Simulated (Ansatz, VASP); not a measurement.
**AgS in VASP and in Ansatz**

```xyz
2
Lattice="0.0000 2.6489 2.6489 2.6489 0.0000 2.6489 2.6489 2.6489 0.0000" Properties=species:S:1:pos:R:3 pbc="T T T"
Ag    0.0000    0.0000    0.0000
S     2.6489    2.6489    2.6489
```

Change from the starting cell: species swapped into the TlBr type (Fm-3m, No. 225).

Alike in both runs: task single point; functional PBE; k mesh 6 × 6 × 6; occupations gaussian, width 0.1 eV; collinear spin.

|  | VASP | Ansatz |
| --- | --- | --- |
| version | VASP 6.6.1 | Ansatz 0.2.0 |
| potentials or method | VASP PAW PBE potentials, release 64 (Ag, S), cutoff 520 eV | scalar-relativistic, plane waves, PAW |
| valence electrons in the cell | 17 | 25 |

|  | VASP | Ansatz | Ansatz less VASP |
| --- | --- | --- | --- |
| gap on the k mesh at the Fermi level (eV) | none | none | - |
| pressure (GPa) | -0.5 | -0.3 | +0.15 |
| net moment per atom (μB) | 0.00 | 0.00 | 0.000 |

A gap of «none» marks a metal or a gap that the smearing closes. VASP's potentials hold 17 valence electrons a cell and Ansatz's 25, so a difference there can come from the potentials and not from the codes. Ansatz's warnings: seeded moment not kept.
